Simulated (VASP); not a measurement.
# CaC2 (I4/mmm) in VASP: a series of runs

Runs on CaC2. Level: LDA. Tasks: single point.

All numbers are computed with VASP 6.6.1; they aren't measurements. Logs are shortened: lines on timing, memory, paths and dates and some standing lists are left out, and cuts for length are marked.

## Step 1: The cell of the first run

The structure is tetragonal, space group I4/mmm (No. 139). Conventional cell: a = 3.869 Å, b = 3.869 Å, c = 6.084 Å, α = 90.00°, β = 90.00°, γ = 90.00°. Ca (site symmetry 4/mmm) has 10 C at 2.45 to 2.80 Å within 3.2 Å. Within 1.6 Å of C (site symmetry 4mm) lie 1 C at 1.19 Å.

## Step 2: Single point, LDA (strain -0.0500 x Voigt [0, 0, 1, 0, 0, 0])

Contents of INCAR:

```
ALGO = Normal ; EDIFF = 1E-6
ENCUT = 520 ; ISIF = 2
ISMEAR = 0 ; LASPH = T
LCHARG = F ; LREAL = F
LWAVE = F ; NBANDS = 16
NELM = 80 ; PREC = Accurate
SIGMA = 0.05
```

Contents of KPOINTS:

```
k-points
0
Gamma
  10 10 10
```

Contents of POSCAR:

```
CaC2
1.0
   -1.9342985994      1.9342985994      3.0420056804
    1.9342985994     -1.9342985994      3.0420056804
    1.9342985994      1.9342985994     -3.0420056804
Ca C
1 2
Direct
    0.0000000000      0.0000000000      0.0000000000
    0.5978927200      0.5978927200      0.0000000000
    0.4021072800      0.4021072800      0.0000000000
```

Potentials or basis: VASP PAW LDA potentials, release 64 (Ca_sv, C).

Run with:

```bash
$ cat potpaw_LDA.64/Ca_sv/POTCAR potpaw_LDA.64/C/POTCAR > POTCAR
$ mpirun -np 1 vasp_std > vasp.out
```

OUTCAR:

```text
EDIFF = 1E-6
   ENCUT = 520
   ISIF = 2
   ISMEAR = 0
   LASPH = T
   LREAL = F
   NELM = 80
   PREC = Accurate

 ion  position               nearest neighbor table
   1  0.000  0.000  0.000-   2 2.45   3 2.45
   2  0.598  0.598  0.000-   3 1.19   1 2.45
   3  0.402  0.402  0.000-   2 1.19   1 2.45

  LATTYP: Found a body centered tetragonal cell.
 ALAT       =     3.8685971988
 C/A-ratio  =     1.5726660203

  Lattice vectors:

 A1 = (  -1.9342985994,   1.9342985994,   3.0420056804)
 A2 = (   1.9342985994,  -1.9342985994,   3.0420056804)
 A3 = (   1.9342985994,   1.9342985994,  -3.0420056804)

Analysis of symmetry for initial positions (statically):
=====================================================================
 Subroutine PRICEL returns:
 Original cell was already a primitive cell.

 Routine SETGRP: Setting up the symmetry group for a
 body centered tetragonal supercell.

 Subroutine GETGRP returns: Found 16 space group operations
 (whereof 16 operations were pure point group operations)
 out of a pool of 16 trial point group operations.

The static configuration has the point symmetry D_4h.

Analysis of symmetry for dynamics (positions and initial velocities):
=====================================================================
 Subroutine PRICEL returns:
 Original cell was already a primitive cell.

 Routine SETGRP: Setting up the symmetry group for a
 body centered tetragonal supercell.

 Subroutine GETGRP returns: Found 16 space group operations
 (whereof 16 operations were pure point group operations)
 out of a pool of 16 trial point group operations.

The dynamic configuration has the point symmetry D_4h.

 Subroutine INISYM returns: Found 16 space group operations
 (whereof 16 operations are pure point group operations),
 and found     1 'primitive' translations

----------------------------------------------------------------------------------------

                                     Primitive cell

  volume of cell :      45.5268

  direct lattice vectors                    reciprocal lattice vectors
    -1.934298599  1.934298599  3.042005680     0.000000000  0.258491631  0.164365242
     1.934298599 -1.934298599  3.042005680     0.258491631  0.000000000  0.164365242
     1.934298599  1.934298599 -3.042005680     0.258491631  0.258491631  0.000000000

  length of vectors
     4.091065962  4.091065962  4.091065962     0.306323124  0.306323124  0.365562370

  position of ions in fractional coordinates (direct lattice)
     0.000000000  0.000000000  0.000000000
     0.597892720  0.597892720  0.000000000
     0.402107280  0.402107280  0.000000000

  ion indices of the primitive-cell ions
   primitive index   ion index
                 1           1
                 2           2
                 3           3

----------------------------------------------------------------------------------------

 KPOINTS: k-points

Automatic generation of k-mesh.
 Grid dimensions read from file:
 generate k-points for:   10   10   10

 Generating k-lattice:

  Cartesian coordinates                     Fractional coordinates (reciprocal lattice)
     0.000000000  0.025849163  0.016436524     0.100000000 -0.000000000  0.000000000
     0.025849163  0.000000000  0.016436524    -0.000000000  0.100000000  0.000000000
     0.025849163  0.025849163  0.000000000     0.000000000  0.000000000  0.100000000

  Length of vectors
     0.030632312  0.030632312  0.036556237

  Shift w.r.t. Gamma in fractional coordinates (k-lattice)
     0.000000000  0.000000000  0.000000000

 Subroutine IBZKPT returns following result:
 ===========================================

 Found    102 irreducible k-points:

 Following reciprocal coordinates:
            Coordinates               Weight
  0.000000  0.000000  0.000000      1.000000
  0.100000 -0.000000  0.000000      8.000000
  0.200000 -0.000000  0.000000      8.000000
  0.300000  0.000000  0.000000      8.000000
  0.400000  0.000000 -0.000000      8.000000
  0.500000  0.000000  0.000000      4.000000
[... 16 lines left out ...]
  0.300000  0.300000 -0.000000      8.000000
  0.400000  0.300000 -0.000000     16.000000
 [... further k-points ...]
   k-points           NKPTS =    102   k-points in BZ     NKDIM =    102   number of bands    NBANDS=     16
   number of dos      NEDOS =    301   number of ions     NIONS =      3
   total plane-waves  NPLWV =  27000
   dimension x,y,z NGX =    30 NGY =   30 NGZ =   30
   dimension x,y,z NGXF=    60 NGYF=   60 NGZF=   60
   ions per type =               1   2
   NGX,Y,Z   is equivalent  to a cutoff of  12.19, 12.19, 12.19 a.u.
   NGXF,Y,Z  is equivalent  to a cutoff of  24.38, 24.38, 24.38 a.u.
 SYSTEM =  unknown system
   PREC   = accura    normal or accurate (medium, high low for compatibility)
   ISTART =      0    job   : 0-new  1-cont  2-samecut
   ICHARG =      2    charge: 1-file 2-atom 10-const
   ISPIN  =      1    spin polarized calculation?
   LNONCOLLINEAR =      F non collinear calculations
   LSORBIT =      F    spin-orbit coupling
   LASPH  =      T    aspherical Exc in radial PAW
   ENCUT  =  520.0 eV  38.22 Ry    6.18 a.u.   7.61  7.61  7.61*2*pi/ulx,y,z
   NELM   =     80;   NELMIN=  2; NELMDL= -5     # of ELM steps
   EDIFF  = 0.1E-05   stopping-criterion for ELM
   LREAL  =      F    real-space projection
   EDIFFG = 0.1E-04   stopping-criterion for IOM
   NSW    =      0    number of steps for IOM
   IBRION =     -1    ionic relax: 0-MD 1-quasi-New 2-CG
   NFREE  =      0    steps in history (QN), initial steepest desc. (CG)
   ISIF   =      2    stress and relaxation
   ISYM   =      2    0-nonsym 1-usesym 2-fastsym
   POTIM  = 0.5000    time-step for ionic-motion
   TEBEG  =    0.0;   TEEND  =   0.0 temperature during run
   PSTRESS=    0.0 pullay stress
   NELECT =      18.0000    total number of electrons
   NUPDOWN=      -1.0000    fix difference up-down
   EMIN   =  10.00;   EMAX   =-10.00  energy-range for DOS
   EFERMI =   0.00;   METHOD = LEGACY
   ISMEAR =     0;   SIGMA  =   0.05  broadening in eV -4-tet -1-fermi 0-gaus
   EFERMI_NEDOS =   21; number of points for ismear=-14 and -15
   IALGO  =     38    algorithm
   IMIX   =      4    mixing-type and parameters
     AMIX     =   0.40;   BMIX     =  1.00
     AMIX_MAG =   1.60;   BMIX_MAG =  1.00
  volume/ion in A,a.u.               =      15.18       102.41
  Fermi-wavevector in a.u.,A,eV,Ry     =   1.201554  2.270608 19.643169  1.443732
  Thomas-Fermi vector in A             =   2.337360
   LORBIT       =      0    0 simple, 1 ext, 2 COOP (PROOUT), +10 PAW based schemes
   GGA     = CA    functional components
   LHFCALC =     F    Hartree Fock is set to
   AEXX    =    0.0000 exact exchange contribution
   IVDW    =     0    specifies the selected vdW correction
   LEPSILON=     F    determine dielectric tensor
   LRPA    =     F    only Hartree local field effects (RPA)
 non-spin polarized calculation
 Gauss-broadening in eV      SIGMA  =   0.05
  energy-cutoff  :      520.00
  volume of cell :       45.53
 maximum number of plane-waves:      1248
   NGX = 15   NGY = 15   NGZ = 15

 number of electron      18.0000000 magnetization

 Free energy of the ion-electron system (eV)
  ---------------------------------------------------
  ext. energy  EPLUGINS =         0.00000000
  ---------------------------------------------------
  free energy    TOTEN  =       -21.96592715 eV

  energy without entropy =      -21.96592715  energy(sigma->0) =      -21.96592715

 E-fermi :   1.5923     XC(G=0):  -9.9918

 val. band max:        1.3731536201   @ k =  -0.4000  -0.4000   0.4000
 cond. band min:       2.7211447433   @ k =   0.5000   0.5000   0.0000
 fundamental gap:      1.3479911232
 Fermi energy:         1.5923348219

 k-point     1 :       0.0000    0.0000    0.0000
  band No.  band energies     occupation
      1     -36.6704      2.00000
      2     -18.0003      2.00000
      3     -18.0003      2.00000
      4     -17.8641      2.00000
      5     -11.5211      2.00000
      6      -1.3444      2.00000
[... 8 lines left out ...]
     15      11.4370      0.00000
     16      11.4370      0.00000

 k-point     2 :       0.1000   -0.0000    0.0000
  band No.  band energies     occupation
      1     -36.6690      2.00000
      2     -18.0175      2.00000
      3     -18.0006      2.00000
      4     -17.8706      2.00000
      5     -11.4757      2.00000
      6      -1.5296      2.00000
[... 8 lines left out ...]
     15      11.1565      0.00000
     16      11.2809      0.00000

 k-point     3 :       0.2000   -0.0000    0.0000
  band No.  band energies     occupation
      1     -36.6655      2.00000
      2     -18.0644      2.00000
      3     -18.0013      2.00000
      4     -17.8846      2.00000
      5     -11.3559      2.00000
      6      -1.9197      2.00000
[... 8 lines left out ...]
     15      10.4496      0.00000
     16      10.8017      0.00000

 k-point     4 :       0.3000    0.0000    0.0000
  band No.  band energies     occupation
      1     -36.6611      2.00000
      2     -18.1239      2.00000
      3     -18.0022      2.00000
      4     -17.8986      2.00000
      5     -11.2065      2.00000
      6      -2.3226      2.00000
[... 8 lines left out ...]
     15       9.6015      0.00000
     16      10.0145      0.00000
[... 324 lines left out ...]
 k-point    22 :      -0.2000    0.2000    0.0000
  band No.  band energies     occupation
      1     -36.6631      2.00000
      2     -18.0708      2.00000
      3     -18.0288      2.00000
      4     -17.8826      2.00000
      5     -11.3126      2.00000
      6      -1.6045      2.00000
[... 8 lines left out ...]
     15       9.9323      0.00000
     16      11.5043      0.00000

 k-point    23 :       0.3000    0.3000   -0.0000
  band No.  band energies     occupation
      1     -36.6535      2.00000
      2     -18.1091      2.00000
      3     -18.0921      2.00000
      4     -17.9249      2.00000
      5     -11.1119      2.00000
      6      -2.3330      2.00000
[... 8 lines left out ...]
     15       9.7022      0.00000
     16      10.0368      0.00000

 k-point    24 :       0.4000    0.3000   -0.0000
  band No.  band energies     occupation
      1     -36.6518      2.00000
      2     -18.1318      2.00000
      3     -18.0842      2.00000
      4     -17.9267      2.00000
      5     -11.1151      2.00000
      6      -2.0829      2.00000
[... 8 lines left out ...]
     15       9.6896      0.00000
     16      10.2532      0.00000

 [... further k-points ...]
[... 5 lines left out ...]
  --------------------------------------------------------------------------------------
  -------------------------------------------------------------------------------------
  Total       -0.9903068     -0.9903068      8.5255193      0.0000000     -0.0000000      0.0000000
  in kB      -34.8508438    -34.8508438    300.0297898      0.0000000     -0.0000000      0.0000000
  external PRESSURE =      76.7760340 kB  Pullay stress =       0.0000000 kB

 VOLUME and BASIS-vectors are now :
 -----------------------------------------------------------------------------
  energy-cutoff  :      520.00
  volume of cell :       45.53
      direct lattice vectors                 reciprocal lattice vectors
    -1.934298599  1.934298599  3.042005680     0.000000000  0.258491631  0.164365242
     1.934298599 -1.934298599  3.042005680     0.258491631  0.000000000  0.164365242
     1.934298599  1.934298599 -3.042005680     0.258491631  0.258491631  0.000000000

 POSITION                                       TOTAL-FORCE (eV/Angst)
 -----------------------------------------------------------------------------------
      0.00000      0.00000      0.00000        -0.000000     -0.000000     -0.000000
      0.00000      0.00000      3.63759         0.000000      0.000000      5.606269
      0.00000      0.00000      2.44643         0.000000      0.000000     -5.606269
 -----------------------------------------------------------------------------------
    total drift:                               -0.000000     -0.000000      0.000000

  FREE ENERGIE OF THE ION-ELECTRON SYSTEM (eV)
  ---------------------------------------------------
  free  energy   TOTEN  =       -21.9659271490 eV

  energy  without entropy=      -21.9659271490  energy(sigma->0) =      -21.96592715
```

Run time: 1.8 min. Hardware: 1 thread of Intel Xeon 8259CL, shared host; peak memory 0.2 GiB.

Results:

| Item | Value |
| --- | --- |
| Free energy | -21.9659 eV |
| Pressure | 7.7 GPa |
| Largest force | 5.606 eV/Å |
| Band gap on the k mesh | 1.35 eV, indirect (least direct gap 2.44 eV) |

Forces on the atoms (eV/Å):
```
Ca   0.000  0.000  0.000
C    0.000  0.000  5.606
C    0.000  0.000 -5.606
```

Stress tensor (GPa, compression positive):
```
-3.49  0.00  0.00
 0.00 -3.49  0.00
 0.00  0.00 30.00
```

Levels at points of the mesh, in eV from the valence-band top:
```
           k point  band 7  band 8  band 9  band 10  band 11  band 12
(0.00, 0.00, 0.00)   -1.55   -1.05   -1.05     3.30     3.30     4.62
(0.50, 0.00, 0.00)   -2.22   -1.93   -0.62     5.33     6.29     6.42
(0.50, 0.50, 0.00)   -2.45   -1.58   -1.09     1.35     6.68     6.68
(0.50, 0.50, 0.50)   -1.73   -1.73   -0.06     3.21     6.21     6.60
```

Caveat: the cell differs from its parent crystal (strain -0.0500 x Voigt [0, 0, 1, 0, 0, 0]); forces of over 1 eV/Å act on the atoms, so gaps and moduli don't describe the material at rest. A k mesh can miss the band edges.

## Step 3: Single point, LDA (strain -0.0250 x Voigt [0, 0, 1, 0, 0, 0])

Contents of INCAR:

```
SYSTEM = CaC2
  ALGO = Normal
  EDIFF = 1E-7
  ENCUT = 520
  GGA = CA
  ISIF = 2
  ISMEAR = 0
  LASPH = .True.
  LCHARG = .False.
  LREAL = .False.
  LWAVE = .False.
  NBANDS = 16
  NELM = 100
  PREC = Accurate
  SIGMA = 0.05
```

Contents of KPOINTS:

```
k-points
0
Gamma
  10 10 10
  0 0 0
```

Contents of POSCAR:

```
CaC2
1.0
   -1.9342985994      1.9342985994      3.1220584614
    1.9342985994     -1.9342985994      3.1220584614
    1.9342985994      1.9342985994     -3.1220584614
Ca C
1 2
Direct
    0.0000000000      0.0000000000      0.0000000000
    0.5978927200      0.5978927200      0.0000000000
    0.4021072800      0.4021072800      0.0000000000
```

Potentials or basis: VASP PAW LDA potentials, release 64 (Ca_sv, C).

Run with:

```bash
$ cat potpaw_LDA.64/Ca_sv/POTCAR potpaw_LDA.64/C/POTCAR > POTCAR
$ mpirun -np 1 vasp_std > vasp.out
```

Wall time 1.7 min (1 thread of Intel Xeon 8259CL, shared host); peak memory 0.2 GiB.

The run converged. Its results:

* Free energy: -22.1168 eV
* Pressure: 1.2 GPa
* Largest force: 2.653 eV/Å
* Band gap on the k mesh: 1.26 eV, indirect (least direct gap 2.33 eV)

Forces on the atoms (eV/Å):
```
Ca   0.000  0.000  0.000
C    0.000  0.000  2.653
C    0.000  0.000 -2.653
```

Stress tensor (GPa, compression positive):
```
-3.66  0.00  0.00
 0.00 -3.66  0.00
 0.00  0.00 10.86
```

Levels at points of the mesh, in eV from the valence-band top:
```
           k point  band 5  band 6  band 7  band 8  band 9  band 10  band 11  band 12  band 13  band 14
(0.00, 0.00, 0.00)  -12.82   -2.73   -1.81   -1.01   -1.01     3.21     3.21     4.41     5.16     5.91
(0.50, 0.00, 0.00)  -12.34   -4.15   -2.27   -1.88   -0.73     5.08     6.15     6.15     6.35     6.46
(0.50, 0.50, 0.00)  -12.49   -2.77   -2.68   -1.58   -1.08     1.26     6.19     6.54     7.30     7.64
(0.50, 0.50, 0.50)  -12.53   -4.20   -1.66   -1.66   -0.03     3.15     5.97     6.40     6.99     6.99
```

Caveat: the cell differs from its parent crystal (strain -0.0250 x Voigt [0, 0, 1, 0, 0, 0]); forces of over 1 eV/Å act on the atoms, so gaps and moduli don't describe the material at rest.

## Step 4: Single point, LDA (strain +0.0500 x Voigt [0, 0, 1, 0, 0, 0])

Contents of INCAR:

```
  PREC = Accurate
  ENCUT = 520
  EDIFF = 1E-6
  ISMEAR = 0
  SIGMA = 0.05
  LREAL = F
  LASPH = T
  NELM = 100
  ALGO = Normal
  ISIF = 2
  LWAVE = F
  LCHARG = F
  NBANDS = 16
```

Contents of KPOINTS:

```
regular mesh
0
Gamma
  10 10 10
```

Contents of POSCAR:

```
CaC2
1.0
   -1.9342985994      1.9342985994      3.3622168046
    1.9342985994     -1.9342985994      3.3622168046
    1.9342985994      1.9342985994     -3.3622168046
Ca C
1 2
Direct
    0.0000000000      0.0000000000      0.0000000000
    0.5978927200      0.5978927200      0.0000000000
    0.4021072800      0.4021072800      0.0000000000
```

Run with:

```bash
$ cat potpaw_LDA.64/Ca_sv/POTCAR potpaw_LDA.64/C/POTCAR > POTCAR
$ mpirun -np 1 vasp_std > vasp.out
```

It took 2 min on 1 thread of Intel Xeon 8259CL, shared host; peak memory 0.21 GiB.

The run converged. Its results:

```yaml
Free_energy: -21.8961 eV
Pressure: -11.6 GPa
Largest_force: 3.570 eV/Å
Band_gap_on_the_k_mesh: 0.96 eV, indirect (least direct gap 2.02 eV)
```

Forces on the atoms (eV/Å):
```
Ca   0.000  0.000  0.000
C    0.000  0.000 -3.570
C    0.000  0.000  3.570
```

Stress tensor (GPa, compression positive):
```
 -4.26   0.00   0.00
  0.00  -4.26   0.00
  0.00   0.00 -26.35
```

Levels at points of the mesh, in eV from the valence-band top:
```csv
k point,band 7,band 8,band 9,band 10,band 11,band 12
"(0.00, 0.00, 0.00)",-2.55,-0.95,-0.95,2.89,2.89,3.82
"(0.50, 0.00, 0.00)",-2.48,-1.79,-1.00,4.28,5.33,5.65
"(0.50, 0.50, 0.00)",-2.68,-1.64,-1.06,0.96,4.79,6.10
"(0.50, 0.50, 0.50)",-1.52,-1.52,0.00,2.93,5.35,5.77
```

Caveat: the cell differs from its parent crystal (strain +0.0500 x Voigt [0, 0, 1, 0, 0, 0]); forces of over 1 eV/Å act on the atoms, so gaps and moduli don't describe the material at rest.

(Part 1 of 2 ends here.)
